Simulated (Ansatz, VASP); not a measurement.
**Cr in VASP and in Ansatz**

```xyz
4
Lattice="2.5056 0.0000 0.0000 -1.2528 2.1699 0.0000 0.0000 0.0000 8.7849" Properties=species:S:1:pos:R:3 pbc="T T T"
Cr    2.5056    0.0000    0.0000
Cr    2.5056    0.0000    4.3924
Cr    0.0000    1.4466    2.1962
Cr    1.2528    0.7233    6.5887
```

Alike in both runs: task single point; functional PBEsol; k mesh 16 × 16 × 4; occupations fermi-dirac, width 0.1 eV; no spin polarisation.

|  | VASP | Ansatz |
| --- | --- | --- |
| version | VASP 6.6.1 | Ansatz 0.2.0 |
| potentials or method | VASP PAW PBE potentials, release 64 (Cr_pv), cutoff 520 eV | plane waves (420 eV) with PAW, scalar-relativistic |
| valence electrons in the cell | 48 | 56 |

VASP gave:

| Item | Value |
| --- | --- |
| pressure (GPa) | -9.7 |
| traceless stress, the component that is largest in VASP (GPa) | 0.48 |

Q: Estimate Ansatz's values.

A: Pressure (GPa): -9.3; traceless stress, the component that is largest in VASP (GPa): 0.41.

VASP's potentials were made for PBE, not for PBEsol, and Ansatz warns of the same on its side. With one functional, cell and mesh, what is left measures potentials, basis and numerics. VASP's potentials hold 48 valence electrons a cell and Ansatz's 56, so a difference there can come from the potentials and not from the codes.
